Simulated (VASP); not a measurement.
# HfC (P6_3/mmc) in VASP: relaxation of cell and atoms with PBEsol

Aim: the relaxation of cell and atoms of HfC with PBEsol.

Everything below comes from runs of VASP 6.6.1. Logs are shortened: lines on timing, memory, paths and dates and some standing lists are left out, and cuts for length are marked.

## 1. The cell of the first run

Symmetry: P6_3/mmc, No. 194, hexagonal system. The conventional cell has a = 3.258 Å, b = 3.258 Å, c = 15.958 Å, α = 90.00°, β = 90.00°, γ = 120.00°. Within 3.0 Å of Hf (site symmetry -6m2) lie 6 C at 2.30 Å. Within 3.0 Å of Hf (site symmetry 3m) lie 6 C at 2.30 Å. C (site symmetry 3m) has 6 Hf at 2.30 Å and 1 C at 2.66 Å within 3.0 Å. C (site symmetry -3m) has 6 Hf at 2.30 Å within 3.0 Å.

## 2. Relaxation of cell and atoms, PBEsol

File INCAR:

```
PREC = Accurate
ENCUT = 600
EDIFF = 1E-6
ISMEAR = 0
SIGMA = 0.1
LREAL = False
LASPH = True
NELM = 60
ALGO = Normal
ISIF = 3
LWAVE = False
LCHARG = False
GGA = PS
IBRION = 2
NSW = 65
EDIFFG = -0.01
```

File KPOINTS:

```
Automatic mesh
0
Gamma
  12 12 3
```

File POSCAR:

```
HfC
1.0
    3.2582291144      0.0000000000      0.0000000000
   -1.6291145572      2.8217091844      0.0000000000
    0.0000000000      0.0000000000     15.9576747112
Hf C
6 6
Direct
    0.0000000000      0.0000000000      0.0000000000
    0.3333333333      0.6666666667      0.1666666667
    0.6666666667      0.3333333333      0.3333333333
    0.0000000000      0.0000000000      0.5000000000
    0.6666666667      0.3333333333      0.6666666667
    0.3333333333      0.6666666667      0.8333333333
    0.6666666667      0.3333333333      0.0833333333
    0.0000000000      0.0000000000      0.2500000000
    0.3333333333      0.6666666667      0.4166666667
    0.3333333333      0.6666666667      0.5833333333
    0.0000000000      0.0000000000      0.7500000000
    0.6666666667      0.3333333333      0.9166666667
```

Potentials or basis: VASP PAW PBE potentials, release 64 (Hf_pv, C).

Started as:

```bash
$ cat potpaw_PBE.64/Hf_pv/POTCAR potpaw_PBE.64/C/POTCAR > POTCAR
$ mpirun -np 1 vasp_std > vasp.out
```

OUTCAR:

```text
PREC = Accurate
   ENCUT = 600
   EDIFF = 1E-6
   ISMEAR = 0
   LREAL = False
   LASPH = True
   NELM = 60
   ISIF = 3
   GGA = PS
   IBRION = 2
   NSW = 65
   EDIFFG = -0.01

 ion  position               nearest neighbor table
   1  0.000  0.000  0.000-   7 2.30  12 2.30   7 2.30  12 2.30   7 2.30  12 2.30   2 3.26   6 3.26
                             2 3.26   6 3.26   2 3.26   6 3.26
   2  0.333  0.667  0.167-   8 2.30   8 2.30   8 2.30   7 2.30   7 2.30   7 2.30   3 3.26   3 3.26
                             3 3.26   1 3.26   1 3.26   1 3.26
   3  0.667  0.333  0.333-   8 2.30   8 2.30   8 2.30   9 2.30   9 2.30   9 2.30   2 3.26   2 3.26
                             2 3.26   4 3.26   4 3.26   4 3.26
   4  0.000  0.000  0.500-   9 2.30  10 2.30   9 2.30  10 2.30   9 2.30  10 2.30   3 3.26   5 3.26
                             3 3.26   5 3.26   3 3.26   5 3.26
   5  0.667  0.333  0.667-  11 2.30  11 2.30  11 2.30  10 2.30  10 2.30  10 2.30   6 3.26   6 3.26
                             6 3.26   4 3.26   4 3.26   4 3.26
   6  0.333  0.667  0.833-  11 2.30  11 2.30  11 2.30  12 2.30  12 2.30  12 2.30   5 3.26   5 3.26
                             5 3.26   1 3.26   1 3.26   1 3.26
   7  0.667  0.333  0.083-   1 2.30   1 2.30   1 2.30   2 2.30   2 2.30   2 2.30
   8  0.000  0.000  0.250-   2 2.30   3 2.30   2 2.30   3 2.30   3 2.30   2 2.30
   9  0.333  0.667  0.417-   4 2.30   4 2.30   4 2.30   3 2.30   3 2.30   3 2.30
  10  0.333  0.667  0.583-   4 2.30   4 2.30   4 2.30   5 2.30   5 2.30   5 2.30
  11  0.000  0.000  0.750-   5 2.30   6 2.30   6 2.30   5 2.30   5 2.30   6 2.30
  12  0.667  0.333  0.917-   1 2.30   1 2.30   1 2.30   6 2.30   6 2.30   6 2.30

  LATTYP: Found a hexagonal cell.
 ALAT       =     3.2582291144
 C/A-ratio  =     4.8976527282

  Lattice vectors:

 A1 = (   3.2582291144,   0.0000000000,   0.0000000000)
 A2 = (  -1.6291145572,   2.8217091844,   0.0000000000)
 A3 = (   0.0000000000,   0.0000000000,  15.9576747112)

Analysis of symmetry for initial positions (statically):
=====================================================================
 Subroutine PRICEL returns:
 Original cell was already a primitive cell.

 Routine SETGRP: Setting up the symmetry group for a
 hexagonal supercell.

 Subroutine GETGRP returns: Found 24 space group operations
 (whereof 12 operations were pure point group operations)
 out of a pool of 24 trial point group operations.

The static configuration has the point symmetry D_3h.
 The point group associated with its full space group is D_6h.

Analysis of symmetry for dynamics (positions and initial velocities):
=====================================================================
 Subroutine PRICEL returns:
 Original cell was already a primitive cell.

 Routine SETGRP: Setting up the symmetry group for a
 hexagonal supercell.

 Subroutine GETGRP returns: Found 24 space group operations
 (whereof 12 operations were pure point group operations)
 out of a pool of 24 trial point group operations.

The dynamic configuration has the point symmetry D_3h.
 The point group associated with its full space group is D_6h.

 Subroutine INISYM returns: Found 24 space group operations
 (whereof 12 operations are pure point group operations),
 and found     1 'primitive' translations

----------------------------------------------------------------------------------------

                                     Primitive cell

  volume of cell :     146.7113

  direct lattice vectors                    reciprocal lattice vectors
     3.258229114  0.000000000  0.000000000     0.306915188  0.177197566  0.000000000
    -1.629114557  2.821709184  0.000000000     0.000000000  0.354395132  0.000000000
     0.000000000  0.000000000 15.957674711     0.000000000  0.000000000  0.062665772

  length of vectors
     3.258229114  3.258229114 15.957674711     0.354395132  0.354395132  0.062665772

  position of ions in fractional coordinates (direct lattice)
     0.000000000  0.000000000  0.000000000
     0.333333333  0.666666667  0.166666667
     0.666666667  0.333333333  0.333333333
     0.000000000  0.000000000  0.500000000
     0.666666667  0.333333333  0.666666667
     0.333333333  0.666666667  0.833333333
     0.666666667  0.333333333  0.083333333
     0.000000000  0.000000000  0.250000000
     0.333333333  0.666666667  0.416666667
     0.333333333  0.666666667  0.583333333
     0.000000000  0.000000000  0.750000000
     0.666666667  0.333333333  0.916666667

  ion indices of the primitive-cell ions
   primitive index   ion index
                 1           1
                 2           2
                 3           3
                 4           4
                 5           5
                 6           6
                 7           7
                 8           8
                 9           9
                10          10
                11          11
                12          12

----------------------------------------------------------------------------------------

 KPOINTS: Automatic mesh

Automatic generation of k-mesh.
 Grid dimensions read from file:
 generate k-points for:   12   12    3

 Generating k-lattice:

  Cartesian coordinates                     Fractional coordinates (reciprocal lattice)
     0.025576266  0.014766464  0.000000000     0.083333333  0.000000000  0.000000000
     0.000000000  0.029532928  0.000000000     0.000000000  0.083333333  0.000000000
     0.000000000  0.000000000  0.020888591     0.000000000  0.000000000  0.333333333

  Length of vectors
     0.029532928  0.029532928  0.020888591

  Shift w.r.t. Gamma in fractional coordinates (k-lattice)
     0.000000000  0.000000000  0.000000000

 Subroutine IBZKPT returns following result:
 ===========================================

 Found     38 irreducible k-points:

 Following reciprocal coordinates:
            Coordinates               Weight
  0.000000  0.000000  0.000000      1.000000
  0.083333 -0.000000  0.000000      6.000000
  0.166667  0.000000  0.000000      6.000000
  0.250000 -0.000000  0.000000      6.000000
  0.333333 -0.000000  0.000000      6.000000
  0.416667 -0.000000  0.000000      6.000000
[... 16 lines left out ...]
  0.250000 -0.000000  0.333333     12.000000
  0.333333 -0.000000  0.333333     12.000000
 [... further k-points ...]
   k-points           NKPTS =     38   k-points in BZ     NKDIM =     38   number of bands    NBANDS=     50
   number of dos      NEDOS =    301   number of ions     NIONS =     12
   total plane-waves  NPLWV = 100352
   dimension x,y,z NGX =    28 NGY =   28 NGZ =  128
   dimension x,y,z NGXF=    56 NGYF=   56 NGZF=  256
   ions per type =               6   6
   NGX,Y,Z   is equivalent  to a cutoff of  14.29, 14.29, 13.33 a.u.
   NGXF,Y,Z  is equivalent  to a cutoff of  28.57, 28.57, 26.67 a.u.
 SYSTEM =  unknown system
   PREC   = accura    normal or accurate (medium, high low for compatibility)
   ISTART =      0    job   : 0-new  1-cont  2-samecut
   ICHARG =      2    charge: 1-file 2-atom 10-const
   ISPIN  =      1    spin polarized calculation?
   LNONCOLLINEAR =      F non collinear calculations
   LSORBIT =      F    spin-orbit coupling
   LASPH  =      T    aspherical Exc in radial PAW
   ENCUT  =  600.0 eV  44.10 Ry    6.64 a.u.   6.51  6.51 31.87*2*pi/ulx,y,z
   NELM   =     60;   NELMIN=  2; NELMDL= -5     # of ELM steps
   EDIFF  = 0.1E-05   stopping-criterion for ELM
   LREAL  =      F    real-space projection
   EDIFFG = -.1E-01   stopping-criterion for IOM
   NSW    =     65    number of steps for IOM
   IBRION =      2    ionic relax: 0-MD 1-quasi-New 2-CG
   NFREE  =      1    steps in history (QN), initial steepest desc. (CG)
   ISIF   =      3    stress and relaxation
   ISYM   =      2    0-nonsym 1-usesym 2-fastsym
   POTIM  = 0.5000    time-step for ionic-motion
   TEBEG  =    0.0;   TEEND  =   0.0 temperature during run
   PSTRESS=    0.0 pullay stress
   NELECT =      84.0000    total number of electrons
   NUPDOWN=      -1.0000    fix difference up-down
   EMIN   =  10.00;   EMAX   =-10.00  energy-range for DOS
   EFERMI =   0.00;   METHOD = LEGACY
   ISMEAR =     0;   SIGMA  =   0.10  broadening in eV -4-tet -1-fermi 0-gaus
   EFERMI_NEDOS =   21; number of points for ismear=-14 and -15
   IALGO  =     38    algorithm
   IMIX   =      4    mixing-type and parameters
     AMIX     =   0.40;   BMIX     =  1.00
     AMIX_MAG =   1.60;   BMIX_MAG =  1.00
  volume/ion in A,a.u.               =      12.23        82.50
  Fermi-wavevector in a.u.,A,eV,Ry     =   1.359398  2.568891 25.143078  1.847964
  Thomas-Fermi vector in A             =   2.486150
   LORBIT       =      0    0 simple, 1 ext, 2 COOP (PROOUT), +10 PAW based schemes
   GGA     = PS    functional components
   LHFCALC =     F    Hartree Fock is set to
   AEXX    =    0.0000 exact exchange contribution
   IVDW    =     0    specifies the selected vdW correction
   LEPSILON=     F    determine dielectric tensor
   LRPA    =     F    only Hartree local field effects (RPA)
 conjugate gradient relaxation of ions
 non-spin polarized calculation
 Gauss-broadening in eV      SIGMA  =   0.10
  energy-cutoff  :      600.00
  volume of cell :      146.71
 maximum number of plane-waves:      4954
 NGX is ok and might be reduce to    28
   NGX = 13   NGY = 13   NGZ = 63

--------------------------------------- Ionic step        1  -------------------------------------------

 number of electron      84.0000000 magnetization

 Free energy of the ion-electron system (eV)
  ---------------------------------------------------
  ext. energy  EPLUGINS =         0.00000000
  ---------------------------------------------------
  free energy    TOTEN  =      -132.26777970 eV

  energy without entropy =     -132.26216524  energy(sigma->0) =     -132.26497247

------------------------ aborting loop because EDIFF is reached ----------------------------------------

  FORCE on cell =-STRESS in cart. coord.  units (eV):
  Direction    XX          YY          ZZ          XY          YZ          ZX
  --------------------------------------------------------------------------------------
  -------------------------------------------------------------------------------------
  Total        0.1278121      0.1278121     -1.3329244      0.0000000      0.0000000      0.0000000
  in kB        1.3957873      1.3957873    -14.5563546      0.0000000      0.0000000      0.0000000
  external PRESSURE =      -3.9215933 kB  Pullay stress =       0.0000000 kB
[... 261 lines left out ...]
  energy  without entropy=     -132.2826821668  energy(sigma->0) =     -132.28566083

--------------------------------------- Ionic step        7  -------------------------------------------

 number of electron      84.0000000 magnetization

 Free energy of the ion-electron system (eV)
  ---------------------------------------------------
  ext. energy  EPLUGINS =         0.00000000
  ---------------------------------------------------
  free energy    TOTEN  =      -132.28869560 eV

  energy without entropy =     -132.28274057  energy(sigma->0) =     -132.28571809

 E-fermi :   6.1269     XC(G=0): -12.5618

 val. band max:        6.1123594550   @ k =   0.4167   0.0833   0.0000
 cond. band min:       6.1607087426   @ k =   0.3333  -0.0000   0.0000
 fundamental gap:      0.0483492877
 Fermi energy:         6.1269226483

 k-point     1 :       0.0000    0.0000    0.0000
  band No.  band energies     occupation
      1     -24.0743      2.00000
      2     -23.9432      2.00000
      3     -23.8293      2.00000
      4     -23.5432      2.00000
      5     -23.5203      2.00000
      6     -23.5203      2.00000
[... 1261 lines left out ...]
     49      10.1551      0.00000
     50      10.3223      0.00000

 [... further k-points ...]
[... 5 lines left out ...]
  --------------------------------------------------------------------------------------
  -------------------------------------------------------------------------------------
  Total       -0.0126666     -0.0126666      0.0576969      0.0000000      0.0000000      0.0000000
  in kB       -0.1385461     -0.1385461      0.6310821      0.0000000      0.0000000      0.0000000
  external PRESSURE =       0.1179967 kB  Pullay stress =       0.0000000 kB
[... 27 lines left out ...]
  FREE ENERGIE OF THE ION-ELECTRON SYSTEM (eV)
  ---------------------------------------------------
  free  energy   TOTEN  =      -132.2886956039 eV

  energy  without entropy=     -132.2827405694  energy(sigma->0) =     -132.28571809

 reached required accuracy - stopping structural energy minimisation
```

Run time: 18 min. Hardware: 1 thread of AMD EPYC 7R13 (Zen 3), shared host; peak memory 0.46 GiB.

Results:

```
Free energy                            : -132.2887 eV
Relaxed volume                         : 12.21 Å³/atom
Relaxed cell                           : a = 3.262 Å, b = 3.262 Å, c = 15.898 Å, α = 90.00°, β = 90.00°, γ = 120.00°
Space group after relaxing (to 0.05 Å) : P6_3/mmc (No. 194)
Energy gained by relaxing              : 1.7 meV/atom
Ionic steps                            : 7
Pressure after relaxing                : 0.0 GPa
Largest force after relaxing           : 0.007 eV/Å
Band gap on the k mesh                 : zero (band 42 reaches 7.39 eV, above the bottom of band 43 at 5.88 eV)
```

Forces in eV/Å, atoms in the order of the input:
```
Hf   0.000  0.000  0.000
Hf   0.000  0.000 -0.007
Hf   0.000  0.000  0.007
Hf   0.000  0.000  0.000
Hf   0.000  0.000 -0.007
Hf   0.000  0.000  0.007
C    0.000  0.000  0.005
C    0.000  0.000  0.000
C    0.000  0.000 -0.005
C    0.000  0.000  0.005
C    0.000  0.000  0.000
C    0.000  0.000 -0.005
```

Step by step:
| step | energy change (eV) | largest force (eV/Å) | pressure (GPa) | volume (Å³) |
| --- | --- | --- | --- | --- |
| 1 | 0.0000 | 0.4015 | -0.39 | 146.71 |
| 2 | -0.0186 | 0.1165 | 0.71 | 146.08 |
| 3 | -0.0186 | 0.1128 | 0.68 | 146.10 |
| 4 | -0.0189 | 0.0308 | -0.96 | 147.05 |
| 5 | -0.0206 | 0.0409 | -0.17 | 146.59 |
| 6 | -0.0209 | 0.0278 | 0.10 | 146.43 |
| 7 | -0.0209 | 0.0069 | 0.01 | 146.48 |

Final structure:
```
Hf C
1.0
     3.26178    0.00000    0.00000
    -1.63089    2.82478    0.00000
     0.00000    0.00000   15.89786
Hf C
6 6
Direct
  0.00000 0.00000 0.00000
  0.33333 0.66667 0.16696
  0.66667 0.33333 0.33304
  0.00000 0.00000 0.50000
  0.66667 0.33333 0.66696
  0.33333 0.66667 0.83304
  0.66667 0.33333 0.08476
  0.00000 0.00000 0.25000
  0.33333 0.66667 0.41524
  0.33333 0.66667 0.58476
  0.00000 0.00000 0.75000
  0.66667 0.33333 0.91524
```

Levels at points of the mesh, in eV from the Fermi level:
| k point | band 40 | band 41 | band 42 | band 43 | band 44 | band 45 |
| --- | --- | --- | --- | --- | --- | --- |
| (0.00, 0.00, 0.00) | 0.13 | 0.13 | 1.27 | 1.28 | 1.53 | 1.53 |
| (0.50, 0.00, 0.00) | -1.31 | -1.09 | -0.24 | 0.28 | 0.55 | 1.16 |

Caveat: the PAW data sets were made with another functional, which shifts forces and pressure a little; spin-orbit coupling is left out, which moves the levels of the heavy elements.
